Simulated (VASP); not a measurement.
# Ir (P6_3/mmc) in VASP: further runs, part 2 of 2

VASP 6.6.1.

**3. Single point, PBEsol**

This run uses another cell than the first one, of 14.63 Å³/atom, 1.042 times its volume.

INCAR

```
PREC = Accurate
ENCUT = 520
EDIFF = 1E-6
ISMEAR = -1
SIGMA = 0.1
LREAL = F
LASPH = T
NELM = 60
ALGO = Normal
ISIF = 2
LWAVE = F
LCHARG = F
GGA = PS
NBANDS = 16
```

KPOINTS

```
regular mesh
0
Gamma
  12 12 7
```

POSCAR

```
Ir
1.0
    2.7513800000      0.0000000000      0.0000000000
   -1.3756900000      2.3827600000      0.0000000000
    0.0000000000      0.0000000000      4.4622900000
Ir
2
Direct
    0.6666666667      0.3333333333      0.7500000000
    0.3333333333      0.6666666667      0.2500000000
```

Potentials or basis: VASP PAW PBE potentials, release 64 (Ir).

Started as:

```sh
$ cat potpaw_PBE.64/Ir/POTCAR > POTCAR
$ mpirun -np 1 vasp_std > vasp.out
```

OUTCAR:

```text
PREC = Accurate
   ENCUT = 520
   EDIFF = 1E-6
   ISMEAR = -1
   LREAL = F
   LASPH = T
   NELM = 60
   ISIF = 2
   GGA = PS

 ion  position               nearest neighbor table
   1  0.667  0.333  0.750-   2 2.74   2 2.74   2 2.74   2 2.74   2 2.74   2 2.74
   2  0.333  0.667  0.250-   1 2.74   1 2.74   1 2.74   1 2.74   1 2.74   1 2.74

  LATTYP: Found a hexagonal cell.
 ALAT       =     2.7513800000
 C/A-ratio  =     1.6218370418

  Lattice vectors:

 A1 = (   2.7513800000,   0.0000000000,   0.0000000000)
 A2 = (  -1.3756900000,   2.3827600000,   0.0000000000)
 A3 = (   0.0000000000,   0.0000000000,   4.4622900000)

Analysis of symmetry for initial positions (statically):
=====================================================================
 Subroutine PRICEL returns:
 Original cell was already a primitive cell.

 Routine SETGRP: Setting up the symmetry group for a
 hexagonal supercell.

 Subroutine GETGRP returns: Found 24 space group operations
 (whereof 12 operations were pure point group operations)
 out of a pool of 24 trial point group operations.

The static configuration has the point symmetry D_3d.
 The point group associated with its full space group is D_6h.

Analysis of symmetry for dynamics (positions and initial velocities):
=====================================================================
 Subroutine PRICEL returns:
 Original cell was already a primitive cell.

 Routine SETGRP: Setting up the symmetry group for a
 hexagonal supercell.

 Subroutine GETGRP returns: Found 24 space group operations
 (whereof 12 operations were pure point group operations)
 out of a pool of 24 trial point group operations.

The dynamic configuration has the point symmetry D_3d.
 The point group associated with its full space group is D_6h.

 Subroutine INISYM returns: Found 24 space group operations
 (whereof 12 operations are pure point group operations),
 and found     1 'primitive' translations

[... 114 lines left out ...]
     AMIX_MAG =   1.60;   BMIX_MAG =  1.00
  volume/ion in A,a.u.               =      14.63        98.71
  Fermi-wavevector in a.u.,A,eV,Ry     =   1.392417  2.631287 26.379332  1.938826
  Thomas-Fermi vector in A             =   2.516162
   LORBIT       =      0    0 simple, 1 ext, 2 COOP (PROOUT), +10 PAW based schemes
   GGA     = PS    functional components
   LHFCALC =     F    Hartree Fock is set to
   AEXX    =    0.0000 exact exchange contribution
   IVDW    =     0    specifies the selected vdW correction
   LEPSILON=     F    determine dielectric tensor
   LRPA    =     F    only Hartree local field effects (RPA)
 non-spin polarized calculation
  energy-cutoff  :      520.00
  volume of cell :       29.25
 maximum number of plane-waves:       801
   NGX = 11   NGY = 11   NGZ = 17

 number of electron      17.9999998 magnetization

 Free energy of the ion-electron system (eV)
  ---------------------------------------------------
  ext. energy  EPLUGINS =         0.00000000
  ---------------------------------------------------
  free energy    TOTEN  =       -19.49616823 eV

  energy without entropy =      -19.42029355  energy(sigma->0) =      -19.45823089

 E-fermi :   9.7927     XC(G=0): -13.9059

 val. band max:        9.7793220331   @ k =   0.1667   0.1667   0.4286
 cond. band min:       9.7926737550   @ k =   0.2500   0.2500   0.1429
 fundamental gap:      0.0133517218
 Fermi energy:         9.7926660186

 k-point     1 :       0.0000    0.0000    0.0000
  band No.  band energies     occupation
      1      -1.1575      2.00000
      2       1.9066      2.00000
      3       6.0148      2.00000
      4       6.1189      2.00000
      5       6.1189      2.00000
      6       6.7465      2.00000
[... 433 lines left out ...]
      3       4.0166      2.00000
      4       5.0679      2.00000
      5       6.2251      2.00000
      6       6.3072      2.00000
[... 8 lines left out ...]
     15      23.8272      0.00000
     16      24.3981      0.00000

 [... further k-points ...]

------------------------ aborting loop because EDIFF is reached ----------------------------------------

  FORCE on cell =-STRESS in cart. coord.  units (eV):
  Direction    XX          YY          ZZ          XY          YZ          ZX
  --------------------------------------------------------------------------------------
  -------------------------------------------------------------------------------------
  Total       -2.1376414     -2.1376324     -2.0696774     -0.0000000      0.0000000      0.0000000
  in kB     -117.0730028   -117.0725138   -113.3507927     -0.0000000      0.0000000      0.0000000
  external PRESSURE =    -115.8321031 kB  Pullay stress =       0.0000000 kB

 VOLUME and BASIS-vectors are now :
 -----------------------------------------------------------------------------
  energy-cutoff  :      520.00
  volume of cell :       29.25
      direct lattice vectors                 reciprocal lattice vectors
     2.751380000  0.000000000  0.000000000     0.363453976  0.209840689  0.000000000
    -1.375690000  2.382760000  0.000000000     0.000000000  0.419681378  0.000000000
     0.000000000  0.000000000  4.462290000     0.000000000  0.000000000  0.224100182

 POSITION                                       TOTAL-FORCE (eV/Angst)
 -----------------------------------------------------------------------------------
      1.37569      0.79425      3.34672         0.000000      0.000000      0.000000
     -0.00000      1.58851      1.11557         0.000000      0.000000      0.000000
 -----------------------------------------------------------------------------------
    total drift:                               -0.000000      0.000000     -0.000000

  FREE ENERGIE OF THE ION-ELECTRON SYSTEM (eV)
  ---------------------------------------------------
  free  energy   TOTEN  =       -19.4961682261 eV

  energy  without entropy=      -19.4202935519  energy(sigma->0) =      -19.45823089
```

stdout:

```text
POSCAR found type information on POSCAR Ir
 POSCAR found :  1 types and       2 ions
 scaLAPACK will be used
 -----------------------------------------------------------------------------
|                                                                             |
|                                                                             |
|     You enforced a specific xc type in the INCAR file but a different       |
|     I HOPE YOU KNOW WHAT YOU ARE DOING!                                     |
|                                                                             |
 -----------------------------------------------------------------------------

 LDA part: xc-table for (Slater+PW92), standard interpolation
 POSCAR, INCAR and KPOINTS ok, starting setup
 FFT: planning ... GRIDC
 FFT: planning ... GRID_SOFT
 FFT: planning ... GRID
 WAVECAR not read
 entering main loop
```

Run time: 40 s. Hardware: 1 thread of Intel Xeon 8259CL, shared host; peak memory 0.16 GiB.

What came out:

- Free energy: -19.4962 eV
- Pressure: -11.6 GPa
- Band gap on the k mesh: zero (band 9 reaches 10.71 eV, above the bottom of band 10 at 7.54 eV)

Stress tensor (GPa, compression positive):
```
-11.71   0.00   0.00
  0.00 -11.71   0.00
  0.00   0.00 -11.34
```

Levels at points of the mesh, in eV from the Fermi level:
```tsv
k point	band 7	band 8	band 9	band 10	band 11	band 12
(0.00, 0.00, 0.00)	-3.05	-2.28	-2.28	-0.80	0.26	0.26
(0.50, 0.00, 0.00)	-2.87	0.67	0.92	1.07	2.82	4.23
```

Caveat: the PAW data sets were made with another functional, which shifts forces and pressure a little; spin-orbit coupling is left out, which moves the levels of the heavy elements.
